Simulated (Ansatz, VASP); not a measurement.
**Two plane-wave programs on Ga2O3**

The input INCAR:

```
SYSTEM = Ga2O3
PREC = Accurate
ENCUT = 520
EDIFF = 1E-6
ISMEAR = 0
SIGMA = 0.01
LREAL = .FALSE.
LASPH = .TRUE.
NELM = 80
ALGO = Normal
ISIF = 2
LWAVE = .FALSE.
LCHARG = .FALSE.
GGA = PE
NBANDS = 55
```

The input KPOINTS:

```
regular mesh
0
G
  6 6 6
  0 0 0
```

Contents of POSCAR:

```
Ga2O3
1.0
    2.5539251064      1.4745093477      4.5859723341
   -2.5539251064      1.4745093477      4.5859723341
    0.0000000000     -2.9490186953      4.5859723341
Ga O
4 6
Direct
    0.8558408843      0.8558408843      0.8558408843
    0.3558408843      0.3558408843      0.3558408843
    0.1441591157      0.1441591157      0.1441591157
    0.6441591157      0.6441591157      0.6441591157
    0.4468690112      0.0531309888      0.7500000000
    0.0531309888      0.7500000000      0.4468690112
    0.5531309888      0.9468690112      0.2500000000
    0.2500000000      0.5531309888      0.9468690112
    0.9468690112      0.2500000000      0.5531309888
    0.7500000000      0.4468690112      0.0531309888
```

Input for Ansatz:

```yaml
crystal:
  lattice:
    - [2.5539251064, 1.4745093477, 4.5859723341]
    - [-2.5539251064, 1.4745093477, 4.5859723341]
    - [0.0, -2.9490186953, 4.5859723341]
  atoms:
    - { symbol: Ga, position: [0.8558408843, 0.8558408843, 0.8558408843] }
    - { symbol: Ga, position: [0.3558408843, 0.3558408843, 0.3558408843] }
    - { symbol: Ga, position: [0.1441591157, 0.1441591157, 0.1441591157] }
    - { symbol: Ga, position: [0.6441591157, 0.6441591157, 0.6441591157] }
    - { symbol: O, position: [0.4468690112, 0.0531309888, 0.75] }
    - { symbol: O, position: [0.0531309888, 0.75, 0.4468690112] }
    - { symbol: O, position: [0.5531309888, 0.9468690112, 0.25] }
    - { symbol: O, position: [0.25, 0.5531309888, 0.9468690112] }
    - { symbol: O, position: [0.9468690112, 0.25, 0.5531309888] }
    - { symbol: O, position: [0.75, 0.4468690112, 0.0531309888] }
kpoints:
  mp_grid: { grid: [6, 6, 6] }
hamiltonian:
  xc: pbe
scf:
  occupations: { method: fixed }
  n_extra_bands: 6
output:
  forces: true
  stress: true
  eigenvalues: true
```

Alike in both runs: task single point; functional PBE; k mesh 6 × 6 × 6; no spin polarisation.

|  | VASP | Ansatz |
| --- | --- | --- |
| version | VASP 6.6.1 | Ansatz 0.2.0 |
| potentials or method | VASP PAW PBE potentials, release 64 (Ga_d, O) | plane waves, PAW |
| plane-wave cutoff (eV) | 520 | 420 |
| occupations | gaussian, width 0.01 eV | fixed |
| valence electrons in the cell | 88 | 88 |

|  | VASP | Ansatz | Ansatz less VASP |
| --- | --- | --- | --- |
| gap on the k mesh at the Fermi level (eV) | 2.09 | 2.10 | +0.009 |
| pressure (GPa) | -4.6 | -5.5 | -0.92 |
| traceless stress, the component that is largest in VASP (GPa) | 0.38 | 0.47 | +0.092 |
| rms of the force components (eV/Å) | 0.004 | 0.001 | -0.0029 |

Atom by atom the forces differ by 0.003 eV/Å (rms over components).
